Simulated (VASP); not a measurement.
# Be3CdF (P4/mmm) in VASP: a series of runs

Runs on Be3CdF. Level: PBE. Tasks: single point, relaxation of cell and atoms.

Program: VASP 6.6.1. These are calculated values, not measurements. Logs are shortened: lines on timing, memory, paths and dates and some standing lists are left out, and cuts for length are marked.

## 1. The cell of the first run

Symmetry: P4/mmm, No. 123, tetragonal system. The conventional cell has a = 2.881 Å, b = 2.881 Å, c = 7.061 Å, α = 90.00°, β = 90.00°, γ = 90.00°. Within 1.6 Å of Be (site symmetry 4mm) lie 1 F at 1.20 Å. Within 3.8 Å of Be (site symmetry 4/mmm) lie 12 Be at 2.88 to 3.10 Å and 2 Cd at 3.53 Å. Cd (site symmetry 4/mmm) has 4 F at 2.04 Å and 8 Be at 2.36 Å within 2.7 Å. F (site symmetry 4/mmm) has 2 Be at 1.20 Å within 1.6 Å.

The cell was generated, and may not be a known phase.

## 2. Single point, PBE

File INCAR:

```
SYSTEM = Be3CdF
PREC     = Accurate       ! precision mode
ENCUT    = 520            ! plane-wave cutoff, eV
EDIFF    = 1E-6           ! SCF threshold, eV
ISMEAR   = 0              ! smearing method
SIGMA    = 0.1            ! smearing width, eV
LREAL    = .FALSE.        ! projectors in reciprocal space
LASPH    = .TRUE.         ! aspherical terms in the spheres
NELM     = 60             ! most SCF steps
ALGO     = Normal         ! electronic algorithm
ISIF     = 2              ! what is computed and relaxed
LWAVE    = .FALSE.        ! write WAVECAR
LCHARG   = .TRUE.         ! write CHGCAR
GGA      = PE             ! functional
LELF     = .TRUE.         ! ELF
LVHAR    = .TRUE.       
NBANDS   = 20             ! bands
```

File KPOINTS:

```
Automatic mesh
0
G
  6 6 4
  0 0 0
```

File POSCAR:

```
Be3CdF
1.0
    2.8814080900      0.0000000000      0.0000000000
    0.0000000000      2.8814080900      0.0000000000
    0.0000000000      0.0000000000      7.0607612000
Be Cd F
3 1 1
Direct
    0.5000000000      0.5000000000      0.6696568300
    0.5000000000      0.5000000000      0.3303431700
    0.0000000000      0.0000000000      0.0000000000
    0.0000000000      0.0000000000      0.5000000000
    0.5000000000      0.5000000000      0.5000000000
```

Potentials or basis: VASP PAW PBE potentials, release 64 (Be, Cd, F).

Command:

```bash
$ cat potpaw_PBE.64/Be/POTCAR potpaw_PBE.64/Cd/POTCAR potpaw_PBE.64/F/POTCAR > POTCAR
$ mpirun -np 1 vasp_std > vasp.out
```

OUTCAR:

```text
SYSTEM = Be3CdF
   PREC = Accurate
   ENCUT = 520
   EDIFF = 1E-6
   ISMEAR = 0
   LREAL = .FALSE.
   LASPH = .TRUE.
   NELM = 60
   ISIF = 2
   GGA = PE

 ion  position               nearest neighbor table
   1  0.500  0.500  0.670-   5 1.20   4 2.36   4 2.36   4 2.36   4 2.36
   2  0.500  0.500  0.330-   5 1.20   4 2.36   4 2.36   4 2.36   4 2.36
   3  0.000  0.000  0.000-
   4  0.000  0.000  0.500-   5 2.04   5 2.04   5 2.04   5 2.04   2 2.36   2 2.36   1 2.36   2 2.36
                             1 2.36   1 2.36   2 2.36   1 2.36
   5  0.500  0.500  0.500-   1 1.20   2 1.20   4 2.04   4 2.04   4 2.04   4 2.04

  LATTYP: Found a simple tetragonal cell.
 ALAT       =     2.8814080900
 C/A-ratio  =     2.4504551176

  Lattice vectors:

 A1 = (   2.8814080900,   0.0000000000,   0.0000000000)
 A2 = (   0.0000000000,   2.8814080900,   0.0000000000)
 A3 = (   0.0000000000,   0.0000000000,   7.0607612000)

Analysis of symmetry for initial positions (statically):
=====================================================================
 Subroutine PRICEL returns:
 Original cell was already a primitive cell.

 Routine SETGRP: Setting up the symmetry group for a
 simple tetragonal supercell.

 Subroutine GETGRP returns: Found 16 space group operations
 (whereof 16 operations were pure point group operations)
 out of a pool of 16 trial point group operations.

The static configuration has the point symmetry D_4h.

Analysis of symmetry for dynamics (positions and initial velocities):
=====================================================================
 Subroutine PRICEL returns:
 Original cell was already a primitive cell.

 Routine SETGRP: Setting up the symmetry group for a
 simple tetragonal supercell.

 Subroutine GETGRP returns: Found 16 space group operations
 (whereof 16 operations were pure point group operations)
 out of a pool of 16 trial point group operations.

The dynamic configuration has the point symmetry D_4h.

 Subroutine INISYM returns: Found 16 space group operations
 (whereof 16 operations are pure point group operations),
 and found     1 'primitive' translations

----------------------------------------------------------------------------------------

                                     Primitive cell

  volume of cell :      58.6221

  direct lattice vectors                    reciprocal lattice vectors
     2.881408090  0.000000000  0.000000000     0.347052541  0.000000000  0.000000000
     0.000000000  2.881408090  0.000000000     0.000000000  0.347052541  0.000000000
     0.000000000  0.000000000  7.060761200     0.000000000  0.000000000  0.141627789

  length of vectors
     2.881408090  2.881408090  7.060761200     0.347052541  0.347052541  0.141627789

  position of ions in fractional coordinates (direct lattice)
     0.500000000  0.500000000  0.669656830
     0.500000000  0.500000000  0.330343170
     0.000000000  0.000000000  0.000000000
     0.000000000  0.000000000  0.500000000
     0.500000000  0.500000000  0.500000000

  ion indices of the primitive-cell ions
   primitive index   ion index
                 1           1
                 2           2
                 3           3
                 4           4
                 5           5

----------------------------------------------------------------------------------------

 KPOINTS: Automatic mesh

Automatic generation of k-mesh.
 Grid dimensions read from file:
 generate k-points for:    6    6    4

 Generating k-lattice:

  Cartesian coordinates                     Fractional coordinates (reciprocal lattice)
     0.057842090  0.000000000  0.000000000     0.166666667  0.000000000  0.000000000
     0.000000000  0.057842090  0.000000000     0.000000000  0.166666667  0.000000000
     0.000000000  0.000000000  0.035406947     0.000000000  0.000000000  0.250000000

  Length of vectors
     0.057842090  0.057842090  0.035406947

  Shift w.r.t. Gamma in fractional coordinates (k-lattice)
     0.000000000  0.000000000  0.000000000

 Subroutine IBZKPT returns following result:
 ===========================================

 Found     30 irreducible k-points:

 Following reciprocal coordinates:
            Coordinates               Weight
  0.000000  0.000000  0.000000      1.000000
  0.166667  0.000000  0.000000      4.000000
  0.333333  0.000000  0.000000      4.000000
  0.500000  0.000000  0.000000      2.000000
  0.166667  0.166667  0.000000      4.000000
  0.333333  0.166667  0.000000      8.000000
[... 16 lines left out ...]
  0.333333  0.000000  0.500000      4.000000
  0.500000  0.000000  0.500000      2.000000
 [... further k-points ...]
   k-points           NKPTS =     30   k-points in BZ     NKDIM =     30   number of bands    NBANDS=     20
   number of dos      NEDOS =    301   number of ions     NIONS =      5
   total plane-waves  NPLWV =  31104
   dimension x,y,z NGX =    24 NGY =   24 NGZ =   54
   dimension x,y,z NGXF=    48 NGYF=   48 NGZF=  108
   ions per type =               3   1   1
   NGX,Y,Z   is equivalent  to a cutoff of  13.85, 13.85, 12.71 a.u.
   NGXF,Y,Z  is equivalent  to a cutoff of  27.69, 27.69, 25.43 a.u.
 SYSTEM =  Be3CdF
   PREC   = accura    normal or accurate (medium, high low for compatibility)
   ISTART =      0    job   : 0-new  1-cont  2-samecut
   ICHARG =      2    charge: 1-file 2-atom 10-const
   ISPIN  =      1    spin polarized calculation?
   LNONCOLLINEAR =      F non collinear calculations
   LSORBIT =      F    spin-orbit coupling
   LASPH  =      T    aspherical Exc in radial PAW
   ENCUT  =  520.0 eV  38.22 Ry    6.18 a.u.   5.36  5.36 13.13*2*pi/ulx,y,z
   NELM   =     60;   NELMIN=  2; NELMDL= -5     # of ELM steps
   EDIFF  = 0.1E-05   stopping-criterion for ELM
   LREAL  =      F    real-space projection
   EDIFFG = 0.1E-04   stopping-criterion for IOM
   NSW    =      0    number of steps for IOM
   IBRION =     -1    ionic relax: 0-MD 1-quasi-New 2-CG
   NFREE  =      0    steps in history (QN), initial steepest desc. (CG)
   ISIF   =      2    stress and relaxation
   ISYM   =      2    0-nonsym 1-usesym 2-fastsym
   POTIM  = 0.5000    time-step for ionic-motion
   TEBEG  =    0.0;   TEEND  =   0.0 temperature during run
   PSTRESS=    0.0 pullay stress
   NELECT =      25.0000    total number of electrons
   NUPDOWN=      -1.0000    fix difference up-down
   EMIN   =  10.00;   EMAX   =-10.00  energy-range for DOS
   EFERMI =   0.00;   METHOD = LEGACY
   ISMEAR =     0;   SIGMA  =   0.10  broadening in eV -4-tet -1-fermi 0-gaus
   EFERMI_NEDOS =   21; number of points for ismear=-14 and -15
   IALGO  =     38    algorithm
   IMIX   =      4    mixing-type and parameters
     AMIX     =   0.40;   BMIX     =  1.00
     AMIX_MAG =   1.60;   BMIX_MAG =  1.00
  volume/ion in A,a.u.               =      11.72        79.12
  Fermi-wavevector in a.u.,A,eV,Ry     =   1.232257  2.328627 20.659852  1.518456
  Thomas-Fermi vector in A             =   2.367034
   LORBIT       =      0    0 simple, 1 ext, 2 COOP (PROOUT), +10 PAW based schemes
   GGA     = PE    functional components
   LHFCALC =     F    Hartree Fock is set to
   AEXX    =    0.0000 exact exchange contribution
   IVDW    =     0    specifies the selected vdW correction
   LEPSILON=     F    determine dielectric tensor
   LRPA    =     F    only Hartree local field effects (RPA)
 non-spin polarized calculation
 Gauss-broadening in eV      SIGMA  =   0.10
  energy-cutoff  :      520.00
  volume of cell :       58.62
 maximum number of plane-waves:      1600
 NGX is ok and might be reduce to    24
   NGX = 11   NGY = 11   NGZ = 27

 number of electron      25.0000000 magnetization

 Free energy of the ion-electron system (eV)
  ---------------------------------------------------
  ext. energy  EPLUGINS =         0.00000000
  ---------------------------------------------------
  free energy    TOTEN  =        -0.03321268 eV

  energy without entropy =       -0.02238171  energy(sigma->0) =       -0.02779719

 E-fermi :   5.5458     XC(G=0): -10.2814

 val. band max:        5.4754815237   @ k =   0.5000   0.0000   0.5000
 cond. band min:       5.5491612677   @ k =   0.5000   0.5000   0.5000
 fundamental gap:      0.0736797439
 Fermi energy:         5.5458133558

 k-point     1 :       0.0000    0.0000    0.0000
  band No.  band energies     occupation
      1     -29.5622      2.00000
      2     -12.1292      2.00000
      3      -9.6469      2.00000
      4      -9.6469      2.00000
      5      -8.0392      2.00000
      6      -6.4101      2.00000
[... 12 lines left out ...]
     19      13.8196      0.00000
     20      13.8196      0.00000

 k-point     2 :       0.1667    0.0000    0.0000
  band No.  band energies     occupation
      1     -29.4701      2.00000
      2     -12.1763      2.00000
      3     -10.7544      2.00000
      4     -10.4684      2.00000
      5      -7.3625      2.00000
      6      -6.0143      2.00000
[... 12 lines left out ...]
     19      11.7730      0.00000
     20      14.0436      0.00000

 k-point     3 :       0.3333    0.0000    0.0000
  band No.  band energies     occupation
      1     -29.2799      2.00000
      2     -12.2723      2.00000
      3     -12.1720      2.00000
      4     -11.4888      2.00000
      5      -6.3730      2.00000
      6      -6.0005      2.00000
[... 12 lines left out ...]
     19      12.7793      0.00000
     20      14.5477      0.00000

 k-point     4 :       0.5000    0.0000    0.0000
  band No.  band energies     occupation
      1     -29.1812      2.00000
      2     -12.7379      2.00000
      3     -12.3209      2.00000
      4     -11.8739      2.00000
      5      -5.9859      2.00000
      6      -5.9099      2.00000
[... 429 lines left out ...]
 k-point    23 :       0.3333    0.0000    0.5000
  band No.  band energies     occupation
      1     -29.2797      2.00000
      2     -12.2723      2.00000
      3     -12.1719      2.00000
      4     -11.4888      2.00000
      5      -6.3729      2.00000
      6      -6.0020      2.00000
[... 12 lines left out ...]
     19      13.2228      0.00000
     20      14.0700      0.00000

 k-point    24 :       0.5000    0.0000    0.5000
  band No.  band energies     occupation
      1     -29.1816      2.00000
      2     -12.7379      2.00000
      3     -12.3211      2.00000
      4     -11.8739      2.00000
      5      -5.9877      2.00000
      6      -5.9095      2.00000
[... 12 lines left out ...]
     19      14.3736      0.00000
     20      14.4506      0.00000

 [... further k-points ...]

------------------------ aborting loop because EDIFF is reached ----------------------------------------

  FORCE on cell =-STRESS in cart. coord.  units (eV):
  Direction    XX          YY          ZZ          XY          YZ          ZX
  --------------------------------------------------------------------------------------
  -------------------------------------------------------------------------------------
  Total       29.8551538     29.8551538     38.3873305      0.0000000      0.0000000     -0.0000000
  in kB      815.9599259    815.9599259   1049.1496215      0.0000000      0.0000000     -0.0000000
  external PRESSURE =     893.6898244 kB  Pullay stress =       0.0000000 kB

 VOLUME and BASIS-vectors are now :
 -----------------------------------------------------------------------------
  energy-cutoff  :      520.00
  volume of cell :       58.62
      direct lattice vectors                 reciprocal lattice vectors
     2.881408090  0.000000000  0.000000000     0.347052541  0.000000000  0.000000000
     0.000000000  2.881408090  0.000000000     0.000000000  0.347052541  0.000000000
     0.000000000  0.000000000  7.060761200     0.000000000  0.000000000  0.141627789

 POSITION                                       TOTAL-FORCE (eV/Angst)
 -----------------------------------------------------------------------------------
      1.44070      1.44070      4.72829         0.000000     -0.000000     18.732259
      1.44070      1.44070      2.33247         0.000000     -0.000000    -18.732259
      0.00000      0.00000      0.00000         0.000000      0.000000      0.000000
      0.00000      0.00000      3.53038         0.000000      0.000000      0.000000
      1.44070      1.44070      3.53038         0.000000      0.000000      0.000000
 -----------------------------------------------------------------------------------
    total drift:                                0.000000      0.000000     -0.000000

  FREE ENERGIE OF THE ION-ELECTRON SYSTEM (eV)
  ---------------------------------------------------
  free  energy   TOTEN  =        -0.0332126763 eV

  energy  without entropy=       -0.0223817098  energy(sigma->0) =       -0.02779719
```

It took 19 s on 1 thread of Intel Xeon Platinum 8488C (Sapphire Rapids), shared host; peak memory 0.2 GiB.

Results:

| Quantity | Value |
| --- | --- |
| Free energy | -0.0332 eV |
| Pressure | 89.4 GPa |
| Largest force | 18.732 eV/Å |
| Band gap on the k mesh | zero (an odd number of electrons rules out a gap without spin polarisation) |

Forces in eV/Å, atoms in the order of the input:
```
Be    0.000   0.000  18.732
Be    0.000   0.000 -18.732
Be    0.000   0.000   0.000
Cd    0.000   0.000   0.000
F     0.000   0.000   0.000
```

Caveat: the k points lie up to 0.36 Å⁻¹ apart, too coarse for converged energies and pressures of a metal; forces of over 1 eV/Å act on the atoms, so gaps and moduli don't describe the material at rest.

## 3. Single point, PBE

This run uses another cell than the first one, of 13.83 Å³/atom.

File INCAR:

```
ALGO     = Normal         # electronic algorithm
EDIFF    = 1E-6           # SCF threshold, eV
ENCUT    = 520            # plane-wave cutoff, eV
GGA      = PE             # functional
ISIF     = 2              # what is computed and relaxed
ISMEAR   = 0              # smearing method
LASPH    = True           # aspherical terms in the spheres
LCHARG   = True           # write CHGCAR
LELF     = True           # ELF
LREAL    = False          # projectors in reciprocal space
LVHAR    = True         
LWAVE    = False          # write WAVECAR
NBANDS   = 20             # bands
NELM     = 80             # most SCF steps
PREC     = Accurate       # precision mode
SIGMA    = 0.1            # smearing width, eV
```

File KPOINTS:

```
k-points
0
Gamma
  6 6 4
```

File POSCAR:

```
Be3CdF
1.0
    3.6759088789      0.0000000000      0.0000000000
    0.0000000000      3.6759088789      0.0000000000
    0.0000000000      0.0000000000      5.1170297666
Be Cd F
3 1 1
Direct
    0.5000000000      0.5000000000      0.8081811518
    0.5000000000      0.5000000000      0.1918188482
    0.0000000000      0.0000000000      0.0000000000
    0.0000000000      0.0000000000      0.5000000000
    0.5000000000      0.5000000000      0.5000000000
```

Potentials or basis: VASP PAW PBE potentials, release 64 (Be, Cd, F).

Command:

```bash
$ cat potpaw_PBE.64/Be/POTCAR potpaw_PBE.64/Cd/POTCAR potpaw_PBE.64/F/POTCAR > POTCAR
$ mpirun -np 1 vasp_std > vasp.out
```

Wall time 26 s (1 thread of Intel Xeon Platinum 8488C (Sapphire Rapids), shared host); peak memory 0.2 GiB.

Results (log left out):

```yaml
Free_energy: -14.1778 eV
Pressure: 0.2 GPa
Largest_force: 0.038 eV/Å
Band_gap_on_the_k_mesh: zero (an odd number of electrons rules out a gap without spin polarisation)
```

Forces on the atoms (eV/Å):
```
Be   0.000  0.000  0.038
Be   0.000  0.000 -0.038
Be   0.000  0.000  0.000
Cd   0.000  0.000  0.000
F    0.000  0.000  0.000
```

Stress tensor (GPa, compression positive):
```
0.09 0.00 0.00
0.00 0.09 0.00
0.00 0.00 0.35
```

Levels at points of the mesh, in eV from the Fermi level:
```csv
k point,band 9,band 10,band 11,band 12,band 13,band 14,band 15,band 16
"(0.00, 0.00, 0.00)",-8.72,-7.21,-1.79,-1.70,1.18,1.18,4.65,5.46
"(0.50, 0.00, 0.00)",-7.32,-4.71,-3.97,-1.34,1.48,1.86,3.53,3.54
"(0.50, 0.50, 0.00)",-8.74,-2.88,-2.34,-2.06,-2.06,0.74,2.76,2.76
"(0.00, 0.00, 0.50)",-8.70,-6.30,-5.26,1.21,1.21,2.10,5.14,5.14
"(0.50, 0.00, 0.50)",-7.31,-4.34,-4.10,-2.38,-0.63,2.86,4.49,5.25
"(0.50, 0.50, 0.50)",-8.74,-2.26,-2.08,-1.92,-1.92,-1.45,1.39,1.39
```

[end of part 1 of 2]

The gap in the log of VASP goes by the Fermi energy; the results here count the filled bands.